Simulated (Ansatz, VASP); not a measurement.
## Se: VASP beside Ansatz

```xyz
3
Lattice="4.3662 0.0000 0.0000 -2.1831 3.7812 0.0000 0.0000 0.0000 4.9536" Properties=species:S:1:pos:R:3 pbc="T T T"
Se    0.9841    0.0000    1.6512
Se   -0.4921    0.8523    3.3024
Se    1.7186    2.8932   -0.0216
```

Alike in both runs: task single point; functional PBE; k mesh 9 × 9 × 6; occupations gaussian, width 0.05 eV; no spin polarisation.

|  | VASP | Ansatz |
| --- | --- | --- |
| version | VASP 6.6.1 | Ansatz 0.2.0 |
| potentials or method | VASP PAW PBE potentials, release 64 (Se), cutoff 520 eV | scalar-relativistic, plane waves, PAW |
| valence electrons in the cell | 18 | 48 |

|  | VASP | Ansatz | Ansatz less VASP |
| --- | --- | --- | --- |
| gap on the k mesh at the Fermi level (eV) | 1.00 | 1.01 | +0.012 |
| pressure (GPa) | 2.6 | 2.4 | -0.13 |
| traceless stress, the component that is largest in VASP (GPa) | 1.16 | 1.12 | -0.043 |
| rms of the force components (eV/Å) | 0.206 | 0.189 | -0.0167 |

Atom by atom the forces differ by 0.018 eV/Å (rms over components). VASP's potentials hold 18 valence electrons a cell and Ansatz's 48, so a difference there can come from the potentials and not from the codes.
